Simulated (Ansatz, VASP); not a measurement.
One calculation of CdF2, two programs

```
CELL_PARAMETERS angstrom
0.00000 2.71305 2.71305
2.71305 0.00000 2.71305
2.71305 2.71305 0.00000
ATOMIC_POSITIONS crystal
Cd 0.00000 0.00000 0.00000
F 0.25000 0.25000 0.25000
F 0.75000 0.75000 0.75000
```

Alike in both runs: task single point; functional PBE; k mesh 8 × 8 × 8; occupations gaussian, width 0.02 eV; no spin polarisation.

```csv
,VASP,Ansatz
version,VASP 6.6.1,Ansatz 0.2.0
potentials or method,"VASP PAW PBE potentials, release 64 (Cd, F), cutoff 520 eV","scalar-relativistic, plane waves, PAW"
valence electrons in the cell,26,34
```

Ansatz gave:

```
gap on the k mesh at the Fermi level (eV) : 3.02
least direct gap on the mesh (eV)         : 3.55
pressure (GPa)                            : 3.1
```

Q: What did VASP give for the same quantities?

A: gap on the k mesh at the Fermi level (eV): 2.99; least direct gap on the mesh (eV): 3.52; pressure (GPa): 3.7.

VASP's potentials hold 26 valence electrons a cell and Ansatz's 34, so a difference there can come from the potentials and not from the codes.
